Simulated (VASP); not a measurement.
Wanted: the native input for a VASP 6.6.1 run.

- Task: relaxation of cell and atoms
- Functional: LDA
- Potentials or basis: VASP PAW LDA potentials, release 64 (Ta_pv, N)
- Cutoff: 600 eV
- k mesh: 18 × 18 × 14
- Occupations: fermi-dirac, width 0.15 eV
- Spin: no spin polarisation
- Target pressure: 30 GPa
- Dipole correction: no
- Further INCAR settings: ALGO = Normal; EDIFF = 1e-06; IBRION = 2; EDIFFG = -0.001; NSW = 80; ISIF = 3

The structure of TaN lies in POSCAR:

```
TaN
1.0
    2.9068983749      0.0000000000      0.0000000000
   -1.4534491874      2.5174478389      0.0000000000
    0.0000000000      0.0000000000      2.8508655660
Ta N
1 1
Direct
    0.3333333333      0.6666666667      0.5000000000
    0.0000000000      0.0000000000      0.0000000000
```

The input as run:

INCAR

```
ALGO = Normal ; EDIFF = 1E-6
EDIFFG = -0.001 ; ENCUT = 600
GGA = CA ; IBRION = 2
ISIF = 3 ; ISMEAR = -1
LASPH = True ; LCHARG = False
LREAL = False ; LWAVE = False
NELM = 80 ; NSW = 80
PREC = Accurate ; PSTRESS = 300.0
SIGMA = 0.15
```

KPOINTS

```
k-points
0
Gamma
  18 18 14
```

Potentials or basis: VASP PAW LDA potentials, release 64 (Ta_pv, N).

Command:

```bash
$ cat potpaw_LDA.64/Ta_pv/POTCAR potpaw_LDA.64/N/POTCAR > POTCAR
$ mpirun -np 1 vasp_std > vasp.out
```

It gave:

```yaml
Relaxed_volume: 9.79 Å³/atom
Relaxed_cell: a = 2.842 Å, b = 2.842 Å, c = 2.800 Å, α = 90.00°, β = 90.00°, γ = 120.00°
Space_group_after_relaxing_to_0.1_Å: P-6m2 (No. 187)
Energy_change_on_relaxing_the_run_minimises_the_enthalpy: +61.0 meV/atom
Ionic_steps: 27
Pressure_after_relaxing: 30.0 GPa
Band_gap_on_the_k_mesh: zero (bands 8 and 9 overlap by 0.38 eV)
```

Caveat: the cell is relaxed towards a set pressure, so the run minimises the enthalpy, not the energy; spin-orbit coupling is left out, which moves the levels of the heavy elements.

Wall time 4.7 min on 1 thread of Intel(R) Xeon(R) Platinum 8488C (Sapphire Rapids), on a shared host, peak memory 0.23 GiB.
